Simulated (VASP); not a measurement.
**Rh: relaxation of cell and atoms with LDA**

Rh:

```
Rh
1.0
     0.00000    1.89785    1.89785
     1.89785    0.00000    1.89785
     1.89785    1.89785    0.00000
Rh
1
Direct
  0.00000 0.00000 0.00000
```

```
Program                : VASP 6.6.1
Task                   : relaxation of cell and atoms
Functional             : LDA
Potentials or basis    : VASP PAW LDA potentials, release 64 (Rh_pv)
Cutoff                 : 600 eV
k mesh                 : 9 × 9 × 9
Occupations            : gaussian, width 0.1 eV
Spin                   : no spin polarisation
Dipole correction      : no
Further INCAR settings : ALGO = Normal; EDIFF = 1e-07; IBRION = 2; EDIFFG = -0.1; NSW = 80; ISIF = 3
```

- Relaxed volume: 13.27 Å³/atom
- Relaxed cell: a = 2.658 Å, b = 2.658 Å, c = 2.658 Å, α = 60.00°, β = 60.00°, γ = 60.00°
- Space group after relaxing (to 0.05 Å): Fm-3m (No. 225)
- Energy gained by relaxing: 11.9 meV/atom
- Ionic steps: 3
- Pressure after relaxing: -0.4 GPa

Step by step:
```tsv
step	energy change (eV)	largest force (eV/Å)	pressure (GPa)	volume (Å³)
1	0.0000	0.0000	-8.99	13.67
2	0.0856	0.0000	32.34	12.21
3	-0.0119	0.0000	-0.37	13.27
```

Final structure:
```
CELL_PARAMETERS angstrom
0.00000 1.87921 1.87921
1.87921 0.00000 1.87921
1.87921 1.87921 0.00000
ATOMIC_POSITIONS crystal
Rh 0.00000 0.00000 0.00000
```

Levels at points of the mesh, in eV from the Fermi level:
```csv
k point,band 6,band 7,band 8,band 9,band 10,band 11
"(0.00, 0.00, 0.00)",-3.21,-3.21,-0.98,-0.98,16.00,20.29
```

It took 6.4 s on 1 thread of Intel(R) Xeon(R) 6975P-C (Granite Rapids), on a shared host, peak memory 0.14 GiB.

LDA usually gives volumes a few per cent too small. Zero-point motion and thermal expansion aren't in these numbers.
